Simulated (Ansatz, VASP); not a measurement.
# HfN: VASP beside Ansatz

Contents of INCAR:

```
PREC = Accurate
ENCUT = 520
EDIFF = 1E-7
ISMEAR = 0
SIGMA = 0.15
LREAL = F
LASPH = T
NELM = 60
ALGO = Normal
ISIF = 2
LWAVE = F
LCHARG = F
GGA = CA
NBANDS = 14
```

The input KPOINTS:

```
regular mesh
0
Gamma
  16 16 16
```

Contents of POSCAR:

```
HfN
1.0
    0.0000000000      2.3320809000      2.3934514500
    2.3320809000      0.0000000000      2.3934514500
    2.3320809000      2.3320809000      0.0000000000
Hf N
1 1
Direct
    0.0000000000      0.0000000000      0.0000000000
    0.7500000000      0.7500000000      0.7500000000
```

Input for Ansatz:

```yaml
crystal:
  lattice:
    - [0.0, 2.3320809, 2.39345145]
    - [2.3320809, 0.0, 2.39345145]
    - [2.3320809, 2.3320809, 0.0]
  atoms:
    - { symbol: Hf, position: [0.0, 0.0, 0.0] }
    - { symbol: "N", position: [0.75, 0.75, 0.75] }
basis:
  ecutwfc: 420
kpoints:
  mp_grid: { grid: [16, 16, 16] }
hamiltonian:
  xc: lda
scf:
  occupations: { method: gaussian, width: 0.15 }
output:
  forces: true
  stress: true
  eigenvalues: true
```

Change from the starting cell: strain -0.050 along x and y, -0.025 along z, atoms carried along.

Alike in both runs: task single point; functional LDA; k mesh 16 × 16 × 16; occupations gaussian, width 0.15 eV; no spin polarisation.

|  | VASP | Ansatz |
| --- | --- | --- |
| version | VASP 6.6.1 | Ansatz 0.2.0 |
| potentials or method | VASP PAW LDA potentials, release 64 (Hf_pv, N), cutoff 520 eV | scalar-relativistic, plane waves, PAW |
| valence electrons in the cell | 15 | 31 |

Ansatz gave:

* gap on the k mesh at the Fermi level (eV): none
* pressure (GPa): 19.7
* traceless stress, the component that is largest in VASP (GPa): -2.74

What did VASP give for the same quantities?

gap on the k mesh at the Fermi level (eV): none; pressure (GPa): 19.9; traceless stress, the component that is largest in VASP (GPa): -2.69.

LDA's correlation is that of Perdew and Zunger in VASP and of Perdew and Wang (1992) in Ansatz. A gap of «none» marks a metal or a gap that the smearing closes. VASP's potentials hold 15 valence electrons a cell and Ansatz's 31, so a difference there can come from the potentials and not from the codes.

Spin-orbit coupling is off throughout.
